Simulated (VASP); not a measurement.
# Zn2Pb3 (P-3m1) in VASP: a series of runs

Runs on Zn2Pb3. Level: PBE. Tasks: single point.

All numbers are computed with VASP 6.6.1; they aren't measurements. Logs are shortened: lines on timing, memory, paths and dates and some standing lists are left out, and cuts for length are marked.

### Step 1. The cell of the first run

Symmetry: P-3m1, No. 164, trigonal system. Conventional cell: a = 4.925 Å, b = 4.925 Å, c = 6.557 Å, α = 90.00°, β = 90.00°, γ = 120.00°. Zn (site symmetry 3m) has 8 Pb at 3.00 to 3.44 Å and 3 Zn at 3.77 Å within 4.0 Å. Within 4.1 Å of Pb (site symmetry -3m) lie 6 Zn at 3.10 Å and 6 Pb at 3.60 Å. Pb (site symmetry 3m) has 5 Zn at 3.00 to 3.44 Å and 6 Pb at 3.56 to 3.60 Å within 4.0 Å.

The cell was generated, and may not be a known phase.

### Step 2. Single point, PBE

INCAR

```
ALGO = Fast
EDIFF = 1E-6
ENCUT = 520
GGA = PE
ISIF = 2
ISMEAR = 0
LASPH = T
LCHARG = F
LREAL = F
LWAVE = F
NBANDS = 41
NELM = 100
PREC = Accurate
SIGMA = 0.1
```

KPOINTS

```
k-points
0
Gamma
  6 6 6
```

POSCAR

```
Zn2Pb3
1.0
    4.9247773381      0.0000000000      0.0000000000
   -2.4623886691      4.2649822828      0.0000000000
    0.0000000000      0.0000000000      6.5566292144
Zn Pb
2 3
Direct
    0.3333333333      0.6666666667      0.1885432601
    0.6666666667      0.3333333333      0.8114567399
    0.0000000000      0.0000000000      0.0000000000
    0.3333333333      0.6666666667      0.6636012691
    0.6666666667      0.3333333333      0.3363987309
```

Potentials or basis: VASP PAW PBE potentials, release 64 (Zn, Pb_d).

Launch:

```console
> cat potpaw_PBE.64/Zn/POTCAR potpaw_PBE.64/Pb_d/POTCAR > POTCAR
> mpirun -np 1 vasp_std > vasp.out
```

OUTCAR:

```text
EDIFF = 1E-6
   ENCUT = 520
   GGA = PE
   ISIF = 2
   ISMEAR = 0
   LASPH = T
   LREAL = F
   NELM = 100
   PREC = Accurate

 ion  position               nearest neighbor table
   1  0.333  0.667  0.189-   5 3.00   5 3.00   5 3.00   3 3.10   3 3.10   3 3.10   4 3.11   4 3.44

   2  0.667  0.333  0.811-   4 3.00   4 3.00   4 3.00   3 3.10   3 3.10   3 3.10   5 3.11   5 3.44

   3  0.000  0.000  0.000-   1 3.10   2 3.10   2 3.10   1 3.10   2 3.10   1 3.10   4 3.60   5 3.60
                             5 3.60   4 3.60   4 3.60   5 3.60
   4  0.333  0.667  0.664-   2 3.00   2 3.00   2 3.00   1 3.11   1 3.44   5 3.56   5 3.56   5 3.56
                             3 3.60   3 3.60   3 3.60
   5  0.667  0.333  0.336-   1 3.00   1 3.00   1 3.00   2 3.11   2 3.44   4 3.56   4 3.56   4 3.56
                             3 3.60   3 3.60   3 3.60

  LATTYP: Found a hexagonal cell.
 ALAT       =     4.9247773381
 C/A-ratio  =     1.3313554633

  Lattice vectors:

 A1 = (   4.9247773381,   0.0000000000,   0.0000000000)
 A2 = (  -2.4623886691,   4.2649822828,   0.0000000000)
 A3 = (   0.0000000000,   0.0000000000,   6.5566292144)

Analysis of symmetry for initial positions (statically):
=====================================================================
 Subroutine PRICEL returns:
 Original cell was already a primitive cell.

 Routine SETGRP: Setting up the symmetry group for a
 hexagonal supercell.

 Subroutine GETGRP returns: Found 12 space group operations
 (whereof 12 operations were pure point group operations)
 out of a pool of 24 trial point group operations.

The static configuration has the point symmetry D_3d.

Analysis of symmetry for dynamics (positions and initial velocities):
=====================================================================
 Subroutine PRICEL returns:
 Original cell was already a primitive cell.

 Routine SETGRP: Setting up the symmetry group for a
 hexagonal supercell.

 Subroutine GETGRP returns: Found 12 space group operations
 (whereof 12 operations were pure point group operations)
 out of a pool of 24 trial point group operations.

The dynamic configuration has the point symmetry D_3d.

 Subroutine INISYM returns: Found 12 space group operations
 (whereof 12 operations are pure point group operations),
 and found     1 'primitive' translations

----------------------------------------------------------------------------------------

                                     Primitive cell

  volume of cell :     137.7160

  direct lattice vectors                    reciprocal lattice vectors
     4.924777338  0.000000000  0.000000000     0.203054865  0.117233781  0.000000000
    -2.462388669  4.264982283  0.000000000     0.000000000  0.234467563  0.000000000
     0.000000000  0.000000000  6.556629214     0.000000000  0.000000000  0.152517394

  length of vectors
     4.924777338  4.924777338  6.556629214     0.234467563  0.234467563  0.152517394

  position of ions in fractional coordinates (direct lattice)
     0.333333333  0.666666667  0.188543260
     0.666666667  0.333333333  0.811456740
     0.000000000  0.000000000  0.000000000
     0.333333333  0.666666667  0.663601269
     0.666666667  0.333333333  0.336398731

  ion indices of the primitive-cell ions
   primitive index   ion index
                 1           1
                 2           2
                 3           3
                 4           4
                 5           5

----------------------------------------------------------------------------------------

 KPOINTS: k-points

Automatic generation of k-mesh.
 Grid dimensions read from file:
 generate k-points for:    6    6    6

 Generating k-lattice:

  Cartesian coordinates                     Fractional coordinates (reciprocal lattice)
     0.033842478  0.019538964  0.000000000     0.166666667  0.000000000  0.000000000
     0.000000000  0.039077927  0.000000000     0.000000000  0.166666667  0.000000000
     0.000000000  0.000000000  0.025419566     0.000000000  0.000000000  0.166666667

  Length of vectors
     0.039077927  0.039077927  0.025419566

  Shift w.r.t. Gamma in fractional coordinates (k-lattice)
     0.000000000  0.000000000  0.000000000

 Subroutine IBZKPT returns following result:
 ===========================================

 Found     34 irreducible k-points:

 Following reciprocal coordinates:
            Coordinates               Weight
  0.000000  0.000000  0.000000      1.000000
  0.166667 -0.000000  0.000000      6.000000
  0.333333 -0.000000  0.000000      6.000000
  0.500000 -0.000000  0.000000      3.000000
  0.166667  0.166667  0.000000      6.000000
  0.333333  0.166667  0.000000     12.000000
[... 16 lines left out ...]
  0.500000 -0.000000  0.333333      6.000000
  0.166667  0.166667  0.333333     12.000000
 [... further k-points ...]
   k-points           NKPTS =     34   k-points in BZ     NKDIM =     34   number of bands    NBANDS=     41
   number of dos      NEDOS =    301   number of ions     NIONS =      5
   total plane-waves  NPLWV =  80000
   dimension x,y,z NGX =    40 NGY =   40 NGZ =   50
   dimension x,y,z NGXF=    80 NGYF=   80 NGZF=  100
   ions per type =               2   3
   NGX,Y,Z   is equivalent  to a cutoff of  13.50, 13.50, 12.68 a.u.
   NGXF,Y,Z  is equivalent  to a cutoff of  27.01, 27.01, 25.36 a.u.
 SYSTEM =  unknown system
   PREC   = accura    normal or accurate (medium, high low for compatibility)
   ISTART =      0    job   : 0-new  1-cont  2-samecut
   ICHARG =      2    charge: 1-file 2-atom 10-const
   ISPIN  =      1    spin polarized calculation?
   LNONCOLLINEAR =      F non collinear calculations
   LSORBIT =      F    spin-orbit coupling
   LASPH  =      T    aspherical Exc in radial PAW
   ENCUT  =  520.0 eV  38.22 Ry    6.18 a.u.   9.16  9.16 12.19*2*pi/ulx,y,z
   NELM   =    100;   NELMIN=  2; NELMDL= -5     # of ELM steps
   EDIFF  = 0.1E-05   stopping-criterion for ELM
   LREAL  =      F    real-space projection
   EDIFFG = 0.1E-04   stopping-criterion for IOM
   NSW    =      0    number of steps for IOM
   IBRION =     -1    ionic relax: 0-MD 1-quasi-New 2-CG
   NFREE  =      0    steps in history (QN), initial steepest desc. (CG)
   ISIF   =      2    stress and relaxation
   ISYM   =      2    0-nonsym 1-usesym 2-fastsym
   POTIM  = 0.5000    time-step for ionic-motion
   TEBEG  =    0.0;   TEEND  =   0.0 temperature during run
   PSTRESS=    0.0 pullay stress
   NELECT =      66.0000    total number of electrons
   NUPDOWN=      -1.0000    fix difference up-down
   EMIN   =  10.00;   EMAX   =-10.00  energy-range for DOS
   EFERMI =   0.00;   METHOD = LEGACY
   ISMEAR =     0;   SIGMA  =   0.10  broadening in eV -4-tet -1-fermi 0-gaus
   EFERMI_NEDOS =   21; number of points for ismear=-14 and -15
   IALGO  =     68    algorithm
   IMIX   =      4    mixing-type and parameters
     AMIX     =   0.40;   BMIX     =  1.00
     AMIX_MAG =   1.60;   BMIX_MAG =  1.00
  volume/ion in A,a.u.               =      27.54       185.87
  Fermi-wavevector in a.u.,A,eV,Ry     =   1.281134  2.420993 22.331311  1.641305
  Thomas-Fermi vector in A             =   2.413522
   LORBIT       =      0    0 simple, 1 ext, 2 COOP (PROOUT), +10 PAW based schemes
   GGA     = PE    functional components
   LHFCALC =     F    Hartree Fock is set to
   AEXX    =    0.0000 exact exchange contribution
   IVDW    =     0    specifies the selected vdW correction
   LEPSILON=     F    determine dielectric tensor
   LRPA    =     F    only Hartree local field effects (RPA)
 non-spin polarized calculation
 RMM-DIIS sequential band-by-band and
 Gauss-broadening in eV      SIGMA  =   0.10
  energy-cutoff  :      520.00
  volume of cell :      137.72
 maximum number of plane-waves:      3732
 NGX is ok and might be reduce to    40
   NGX = 19   NGY = 19   NGZ = 25

 number of electron      66.0000007 magnetization

 Free energy of the ion-electron system (eV)
  ---------------------------------------------------
  ext. energy  EPLUGINS =         0.00000000
  ---------------------------------------------------
  free energy    TOTEN  =       -12.22150050 eV

  energy without entropy =      -12.20840242  energy(sigma->0) =      -12.21495146

 E-fermi :   5.0329     XC(G=0):  -9.8278

 val. band max:        5.0258507998   @ k =   0.1667  -0.0000   0.0000
 cond. band min:       5.0576705936   @ k =   0.0000   0.1667   0.3333
 fundamental gap:      0.0318197938
 Fermi energy:         5.0328585953

 k-point     1 :       0.0000    0.0000    0.0000
  band No.  band energies     occupation
      1     -12.0400      2.00000
      2     -12.0400      2.00000
      3     -11.9348      2.00000
      4     -11.9256      2.00000
      5     -11.9256      2.00000
      6     -11.9238      2.00000
[... 33 lines left out ...]
     40       9.0591      0.00000
     41       9.0592      0.00000

 k-point     2 :       0.1667   -0.0000    0.0000
  band No.  band energies     occupation
      1     -12.0293      2.00000
      2     -12.0141      2.00000
      3     -11.9545      2.00000
      4     -11.9318      2.00000
      5     -11.9294      2.00000
      6     -11.9078      2.00000
[... 33 lines left out ...]
     40       8.9736      0.00000
     41       9.2858      0.00000

 k-point     3 :       0.3333   -0.0000    0.0000
  band No.  band energies     occupation
      1     -11.9995      2.00000
      2     -11.9761      2.00000
      3     -11.9456      2.00000
      4     -11.9201      2.00000
      5     -11.9192      2.00000
      6     -11.9173      2.00000
[... 33 lines left out ...]
     40       9.8694      0.00000
     41      11.1115      0.00000

 k-point     4 :       0.5000   -0.0000    0.0000
  band No.  band energies     occupation
      1     -11.9839      2.00000
      2     -11.9591      2.00000
      3     -11.9535      2.00000
      4     -11.9418      2.00000
      5     -11.8914      2.00000
      6     -11.8851      2.00000
[... 825 lines left out ...]
     40       9.9989      0.00000
     41      10.4194      0.00000

 k-point    23 :       0.5000   -0.0000    0.3333
  band No.  band energies     occupation
      1     -12.0187      2.00000
      2     -11.9614      2.00000
      3     -11.9289      2.00000
      4     -11.9065      2.00000
      5     -11.8955      2.00000
      6     -11.8893      2.00000
[... 33 lines left out ...]
     40      11.1576      0.00000
     41      11.4327      0.00000

 k-point    24 :       0.1667    0.1667    0.3333
  band No.  band energies     occupation
      1     -12.0119      2.00000
      2     -11.9741      2.00000
      3     -11.9587      2.00000
      4     -11.9284      2.00000
      5     -11.9222      2.00000
      6     -11.9168      2.00000
[... 33 lines left out ...]
     40       9.3093      0.00000
     41      10.2425      0.00000

 [... further k-points ...]
[... 5 lines left out ...]
  --------------------------------------------------------------------------------------
  -------------------------------------------------------------------------------------
  Total       -0.0397913     -0.0397913      0.0122717      0.0000000      0.0000000      0.0000000
  in kB       -0.4629283     -0.4629283      0.1427683      0.0000000      0.0000000      0.0000000
  external PRESSURE =      -0.2610294 kB  Pullay stress =       0.0000000 kB

 VOLUME and BASIS-vectors are now :
 -----------------------------------------------------------------------------
  energy-cutoff  :      520.00
  volume of cell :      137.72
      direct lattice vectors                 reciprocal lattice vectors
     4.924777338  0.000000000  0.000000000     0.203054865  0.117233781  0.000000000
    -2.462388669  4.264982283  0.000000000     0.000000000  0.234467563  0.000000000
     0.000000000  0.000000000  6.556629214     0.000000000  0.000000000  0.152517394

 POSITION                                       TOTAL-FORCE (eV/Angst)
 -----------------------------------------------------------------------------------
     -0.00000      2.84332      1.23621        -0.000000      0.000000     -0.004940
      2.46239      1.42166      5.32042         0.000000     -0.000000      0.004940
      0.00000      0.00000      0.00000         0.000000      0.000000      0.000000
     -0.00000      2.84332      4.35099         0.000000     -0.000000     -0.004261
      2.46239      1.42166      2.20564        -0.000000      0.000000      0.004261
 -----------------------------------------------------------------------------------
    total drift:                                0.000000     -0.000000     -0.000000

  FREE ENERGIE OF THE ION-ELECTRON SYSTEM (eV)
  ---------------------------------------------------
  free  energy   TOTEN  =       -12.2215004968 eV

  energy  without entropy=      -12.2084024172  energy(sigma->0) =      -12.21495146
```

Run time: 1.8 min. Hardware: 1 thread of Intel Xeon 6975P-C (Granite Rapids), shared host; peak memory 0.35 GiB.

Results:

```yaml
Free_energy: -12.2215 eV
Pressure: 0.0 GPa
Largest_force: 0.005 eV/Å
Band_gap_on_the_k_mesh: zero (bands 33 and 34 overlap by 2.36 eV)
```

Forces in eV/Å, atoms in the order of the input:
```
Zn   0.000  0.000 -0.005
Zn   0.000  0.000  0.005
Pb   0.000  0.000  0.000
Pb   0.000  0.000 -0.004
Pb   0.000  0.000  0.004
```

Caveat: spin-orbit coupling is left out, which moves the levels of the heavy elements.

### Step 3. Single point, PBE (30.30 Å³/atom)

This run uses another cell than the first one, of 30.30 Å³/atom.

INCAR

```
  PREC = Accurate
  ENCUT = 520
  EDIFF = 1E-6
  ISMEAR = 0
  SIGMA = 0.1
  LREAL = False
  LASPH = True
  NELM = 80
  ALGO = Fast
  ISIF = 2
  LWAVE = False
  LCHARG = False
  GGA = PE
  NBANDS = 41
```

KPOINTS

```
Automatic mesh
0
Gamma
  6 6 6
```

POSCAR

```
Zn2Pb3
1.0
    4.9922335196      0.0000000000      0.0000000000
   -2.4961167598      4.3234010496      0.0000000000
    0.0000000000      0.0000000000      7.0187007326
Zn Pb
2 3
Direct
    0.3333333333      0.6666666667      0.2076590970
    0.6666666667      0.3333333333      0.7923409030
    0.0000000000      0.0000000000      0.0000000000
    0.3333333333      0.6666666667      0.6673951554
    0.6666666667      0.3333333333      0.3326048446
```

Potentials or basis: VASP PAW PBE potentials, release 64 (Zn, Pb_d).

Launch:

```console
> cat potpaw_PBE.64/Zn/POTCAR potpaw_PBE.64/Pb_d/POTCAR > POTCAR
> mpirun -np 1 vasp_std > vasp.out
```

Run time: 1.9 min. Hardware: 1 thread of Intel Xeon 6975P-C (Granite Rapids), shared host; peak memory 0.37 GiB.

It converged, with:

* Free energy: -12.0973 eV
* Pressure: -2.8 GPa
* Largest force: 0.008 eV/Å
* Band gap on the k mesh: zero (bands 33 and 34 overlap by 2.01 eV)

Forces on the atoms (eV/Å):
```
Zn   0.000  0.000 -0.008
Zn   0.000  0.000  0.008
Pb   0.000  0.000  0.000
Pb   0.000  0.000  0.005
Pb   0.000  0.000 -0.005
```

Levels at points of the mesh, in eV from the Fermi level:
| k point | band 30 | band 31 | band 32 | band 33 | band 34 | band 35 | band 36 | band 37 |
| --- | --- | --- | --- | --- | --- | --- | --- | --- |
| (0.00, 0.00, 0.00) | -1.17 | -0.32 | -0.32 | 0.21 | 0.21 | 0.53 | 1.55 | 1.55 |
| (0.50, 0.00, 0.00) | -3.76 | -2.81 | -2.24 | -0.19 | 0.57 | 0.63 | 1.19 | 1.76 |
| (0.00, 0.00, 0.50) | -1.64 | -0.36 | 0.00 | 0.00 | 0.37 | 0.37 | 0.86 | 0.86 |
| (0.50, 0.00, 0.50) | -3.13 | -1.57 | -1.44 | -1.09 | 0.54 | 0.63 | 2.07 | 2.14 |

Caveat: spin-orbit coupling is left out, which moves the levels of the heavy elements.

The gap in the log of VASP goes by the Fermi energy; the results here count the filled bands.